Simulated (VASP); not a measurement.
# AlN (vib) (Fm-3m) in VASP: vibrations by perturbation theory with LDA

Aim: the vibrations by perturbation theory of AlN (vib) with LDA.

Everything below comes from runs of VASP 6.6.1. Logs are shortened: lines on timing, memory, paths and dates and some standing lists are left out, and cuts for length are marked.

### 1 The cell of the first run

The structure is cubic, space group Fm-3m (No. 225). The conventional cell has a = 4.010 Å, b = 4.010 Å, c = 4.010 Å, α = 90.00°, β = 90.00°, γ = 90.00°. Al (site symmetry m-3m) has 6 N at 2.01 Å within 2.7 Å. N (site symmetry m-3m) has 6 Al at 2.01 Å within 2.7 Å.

### 2 Vibrations by perturbation theory, LDA

The input, INCAR:

```
SYSTEM = AlN
PREC = Accurate
ENCUT = 600
EDIFF = 1E-8
ISMEAR = 0
SIGMA = 0.01
LREAL = .False.
LASPH = .True.
NELM = 120
ALGO = Normal
ISIF = 2
LWAVE = .False.
LCHARG = .False.
NBANDS = 11
IBRION = 8
NSW = 1
LEPSILON = .True.
GGA_COMPAT = .False.
```

The input, KPOINTS:

```
regular mesh
0
Gamma
  8 8 8
  0 0 0
```

The input, POSCAR:

```
AlN
1.0
    0.0000000000      2.0050898363      2.0050898363
    2.0050898363      0.0000000000      2.0050898363
    2.0050898363      2.0050898363      0.0000000000
Al N
1 1
Direct
    0.5000000000      0.5000000000      0.5000000000
    0.0000000000      0.0000000000      0.0000000000
```

Potentials or basis: VASP PAW LDA potentials, release 64 (Al, N).

Run with:

```
$ cat potpaw_LDA.64/Al/POTCAR potpaw_LDA.64/N/POTCAR > POTCAR
$ mpirun -np 1 vasp_std > vasp.out
```

OUTCAR:

```text
SYSTEM = AlN
   PREC = Accurate
   ENCUT = 600
   EDIFF = 1E-8
   ISMEAR = 0
   LREAL = .False.
   LASPH = .True.
   NELM = 120
   ISIF = 2
   IBRION = 8
   NSW = 1
   LEPSILON = .True.

 ion  position               nearest neighbor table
   1  0.500  0.500  0.500-   2 2.01   2 2.01   2 2.01   2 2.01   2 2.01   2 2.01
   2  0.000  0.000  0.000-   1 2.01   1 2.01   1 2.01   1 2.01   1 2.01   1 2.01

  LATTYP: Found a face centered cubic cell.
 ALAT       =     4.0101796726

  Lattice vectors:

 A1 = (   0.0000000000,   2.0050898363,   2.0050898363)
 A2 = (   2.0050898363,   0.0000000000,   2.0050898363)
 A3 = (   2.0050898363,   2.0050898363,   0.0000000000)

Analysis of symmetry for initial positions (statically):
=====================================================================
 Subroutine PRICEL returns:
 Original cell was already a primitive cell.

 Routine SETGRP: Setting up the symmetry group for a
 face centered cubic supercell.

 Subroutine GETGRP returns: Found 48 space group operations
 (whereof 48 operations were pure point group operations)
 out of a pool of 48 trial point group operations.

The static configuration has the point symmetry O_h .

Analysis of symmetry for dynamics (positions and initial velocities):
=====================================================================
 Subroutine PRICEL returns:
 Original cell was already a primitive cell.

 Routine SETGRP: Setting up the symmetry group for a
 face centered cubic supercell.

 Subroutine GETGRP returns: Found 48 space group operations
 (whereof 48 operations were pure point group operations)
 out of a pool of 48 trial point group operations.

The dynamic configuration has the point symmetry O_h .

 Subroutine INISYM returns: Found 48 space group operations
 (whereof 48 operations are pure point group operations),
 and found     1 'primitive' translations

----------------------------------------------------------------------------------------

                                     Primitive cell

  volume of cell :      16.1225

  direct lattice vectors                    reciprocal lattice vectors
     0.000000000  2.005089836  2.005089836    -0.249365386  0.249365386  0.249365386
     2.005089836  0.000000000  2.005089836     0.249365386 -0.249365386  0.249365386
     2.005089836  2.005089836  0.000000000     0.249365386  0.249365386 -0.249365386

  length of vectors
     2.835625240  2.835625240  2.835625240     0.431913517  0.431913517  0.431913517

  position of ions in fractional coordinates (direct lattice)
     0.500000000  0.500000000  0.500000000
     0.000000000  0.000000000  0.000000000

  ion indices of the primitive-cell ions
   primitive index   ion index
                 1           1
                 2           2

----------------------------------------------------------------------------------------

 KPOINTS: regular mesh

Automatic generation of k-mesh.
 Grid dimensions read from file:
 generate k-points for:    8    8    8

 Generating k-lattice:

  Cartesian coordinates                     Fractional coordinates (reciprocal lattice)
    -0.031170673  0.031170673  0.031170673     0.125000000  0.000000000  0.000000000
     0.031170673 -0.031170673  0.031170673     0.000000000  0.125000000  0.000000000
     0.031170673  0.031170673 -0.031170673     0.000000000  0.000000000  0.125000000

  Length of vectors
     0.053989190  0.053989190  0.053989190

  Shift w.r.t. Gamma in fractional coordinates (k-lattice)
     0.000000000  0.000000000  0.000000000

 Subroutine IBZKPT returns following result:
 ===========================================

[... 444 lines left out ...]
  energy-cutoff  :      600.00
  volume of cell :       16.12
      direct lattice vectors                 reciprocal lattice vectors
     0.000000000  2.005089836  2.005089836    -0.249365386  0.249365386  0.249365386
     2.005089836  0.000000000  2.005089836     0.249365386 -0.249365386  0.249365386
     2.005089836  2.005089836  0.000000000     0.249365386  0.249365386 -0.249365386

 POSITION                                       TOTAL-FORCE (eV/Angst)
 -----------------------------------------------------------------------------------
      2.00509      2.00509      2.00509        -0.000000      0.000000     -0.000000
      0.00000      0.00000      0.00000         0.000000     -0.000000      0.000000
 -----------------------------------------------------------------------------------
    total drift:                                0.000000     -0.000000     -0.000000

  FREE ENERGIE OF THE ION-ELECTRON SYSTEM (eV)
  ---------------------------------------------------
  free  energy   TOTEN  =       -16.2308900956 eV

  energy  without entropy=      -16.2308900956  energy(sigma->0) =      -16.23089010

 HEAD OF MICROSCOPIC STATIC DIELECTRIC TENSOR (INDEPENDENT PARTICLE, excluding Hartree and local field effects)
 ------------------------------------------------------
           5.277913    -0.000000    -0.000000
          -0.000000     5.277913    -0.000000
           0.000000     0.000000     5.277913
 ------------------------------------------------------

 Free energy of the ion-electron system (eV)
  ---------------------------------------------------
  ---------------------------------------------------
  free energy    TOTEN  =        -0.19200437 eV

  energy without entropy =       -0.19200437

------------------------ aborting loop because EDIFF is reached ----------------------------------------

--------------------------------------- Ionic step        2  -------------------------------------------

------------------------ aborting loop because EDIFF is reached ----------------------------------------

--------------------------------------- Ionic step        3  -------------------------------------------

------------------------ aborting loop because EDIFF is reached ----------------------------------------

 PIEZOELECTRIC TENSOR FIELD DIRECTION 3  (e Angst)
 -----------------------------------------------------------------------------
     0.00019  0.00000  0.00000           ( -0.00001  0.00000  0.00000)
     0.00000  0.00019  0.00000           (  0.00000 -0.00001 -0.00000)
     0.00000  0.00000 -0.00073           (  0.00000 -0.00000 -0.00001)

 PIEZOELECTRIC TENSOR FIELD DIRECTION 3  (C/m^2)
 -----------------------------------------------------------------------------
     0.00019  0.00000  0.00000
     0.00000  0.00019  0.00000
     0.00000  0.00000 -0.00073

--------------------------------------- Ionic step        4  -------------------------------------------

------------------------ aborting loop because EDIFF is reached ----------------------------------------

[... ionic steps 5 to 6 ...]

--------------------------------------- Ionic step        7  -------------------------------------------

 Free energy of the ion-electron system (eV)
  ---------------------------------------------------
  ---------------------------------------------------
  free energy    TOTEN  =        -0.23344913 eV

  energy without entropy =       -0.23344913

------------------------ aborting loop because EDIFF is reached ----------------------------------------

 INTERNAL STRAIN TENSOR  FOR ION    2  DIRECTION 1   (eV/Angst):
 -----------------------------------------------------------------------------
    -0.02370 -0.00000  0.00000
    -0.00000  0.01542 -0.00000
    -0.00000 -0.00000  0.01542

 MACROSCOPIC STATIC DIELECTRIC TENSOR (including local field effects in DFT)
 ------------------------------------------------------
           5.059816    -0.000000    -0.000000
          -0.000000     5.059816     0.000000
          -0.000000    -0.000000     5.059816
 ------------------------------------------------------

 PIEZOELECTRIC TENSOR (including local field effects)  for field in x, y, z        (e  Angst)
          XX          YY          ZZ          XY          YZ          ZX
  --------------------------------------------------------------------------------
  x     0.00000     0.00000     0.00000     0.00000     0.00000     0.00000
  y     0.00000     0.00000     0.00000     0.00000     0.00000     0.00000
  z     0.00000     0.00000     0.00000     0.00000     0.00000     0.00000

 PIEZOELECTRIC TENSOR (including local field effects)  for field in x, y, z        (C/m^2)
          XX          YY          ZZ          XY          YZ          ZX
  --------------------------------------------------------------------------------
  x     0.00000     0.00000     0.00000     0.00000     0.00000     0.00000
  y     0.00000     0.00000     0.00000     0.00000     0.00000     0.00000
  z     0.00000     0.00000     0.00000     0.00000     0.00000     0.00000

 BORN EFFECTIVE CHARGES (including local field effects) (in |e|, cummulative output)
 ---------------------------------------------------------------------------------
 ion    1
    1     2.94019    -0.00000     0.00000
    2     0.00000     2.94019    -0.00000
    3    -0.00000     0.00000     2.94019
 ion    2
    1    -2.94019     0.00000    -0.00000
    2    -0.00000    -2.94019     0.00000
    3     0.00000    -0.00000    -2.94019

 INTERNAL STRAIN TENSOR FOR ION    2 for displacements in x,y,z  (eV/Angst):
          X           Y           Z          XY          YZ          ZX
  --------------------------------------------------------------------------------
  x     0.00000     0.00000     0.00000     0.00000     0.00000     0.00000
  y     0.00000     0.00000     0.00000     0.00000     0.00000     0.00000
  z     0.00000     0.00000     0.00000     0.00000     0.00000     0.00000

 SECOND DERIVATIVES (NOT SYMMETRIZED)
 ------------------------------------
               1X          1Y          1Z          2X          2Y          2Z
  1X    -7.984994    0.000000    0.000000    7.984994    0.000000    0.000000
  1Y     0.000000   -7.984994    0.000000    0.000000    7.984994    0.000000
  1Z     0.000000    0.000000   -7.984994    0.000000    0.000000    7.984994
  2X     7.987037    0.000000    0.000000   -7.987037    0.000000    0.000000
  2Y     0.000000    7.987037    0.000000    0.000000   -7.987037    0.000000
  2Z     0.000000    0.000000    7.987037    0.000000    0.000000   -7.987037

 Eigenvectors and eigenvalues of the dynamical matrix
 ----------------------------------------------------

   1 f  =   14.551663 THz    91.430795 2PiTHz  485.391227 cm-1    60.180815 meV
             X         Y         Z           dx          dy          dz
      2.005090  2.005090  2.005090     0.000000    0.584449   -0.000000
      0.000000  0.000000  0.000000    -0.000000   -0.811431   -0.000000
[... 21 lines left out ...]
   6 f/i=    0.000883 THz     0.005547 2PiTHz    0.029451 cm-1     0.003651 meV
             X         Y         Z           dx          dy          dz
      2.005090  2.005090  2.005090     0.031999    0.155153   -0.795816
      0.000000  0.000000  0.000000     0.023048    0.111752   -0.573202

--------------------------------------------------------------------------------------------------------

 MACROSCOPIC STATIC DIELECTRIC TENSOR IONIC CONTRIBUTION
 ------------------------------------------------------
          12.149387     0.000000    -0.000000
           0.000000    12.149387     0.000000
          -0.000000     0.000000    12.149387
 ------------------------------------------------------

 ELASTIC MODULI CONTR FROM IONIC RELAXATION (kBar)
 Direction    XX          YY          ZZ          XY          YZ          ZX
 --------------------------------------------------------------------------------
 XX           0.0000      0.0000      0.0000      0.0000      0.0000      0.0000
 YY           0.0000      0.0000      0.0000      0.0000      0.0000      0.0000
 ZZ           0.0000      0.0000      0.0000      0.0000      0.0000      0.0000
 XY           0.0000      0.0000      0.0000      0.0000      0.0000      0.0000
 YZ           0.0000      0.0000      0.0000      0.0000      0.0000      0.0000
 ZX           0.0000      0.0000      0.0000      0.0000      0.0000      0.0000
 --------------------------------------------------------------------------------

 PIEZOELECTRIC TENSOR IONIC CONTR  for field in x, y, z        (C/m^2)
          XX          YY          ZZ          XY          YZ          ZX
  --------------------------------------------------------------------------------
  x     0.00000     0.00000     0.00000     0.00000     0.00000     0.00000
  y     0.00000     0.00000     0.00000     0.00000     0.00000     0.00000
  z     0.00000     0.00000     0.00000     0.00000     0.00000     0.00000
```

It took 25 s on 1 thread of Intel Xeon 6975P-C (Granite Rapids), shared host; peak memory 0.16 GiB.

What came out:

```yaml
Electronic_dielectric_tensor_diagonal: 5.06
Born_charges_mean_of_the_diagonal: Al +2.94; N -2.94 e
Highest_phonon_frequency_at_Γ_LO-TO_splitting_left_out: 485 cm⁻¹
```

Phonon frequencies in cm⁻¹ (negative: imaginary):
| q point | frequencies |
| --- | --- |
| (0.000, 0.000, 0.000) | 0 0 0 485 485 485 |

Electronic dielectric tensor:
```
5.06 0.00 0.00
0.00 5.06 0.00
0.00 0.00 5.06
```

Born effective charge tensors (e):
atom 1, Al
```
2.94 0.00 0.00
0.00 2.94 0.00
0.00 0.00 2.94
```
atom 2, N
```
-2.94  0.00  0.00
 0.00 -2.94  0.00
 0.00  0.00 -2.94
```
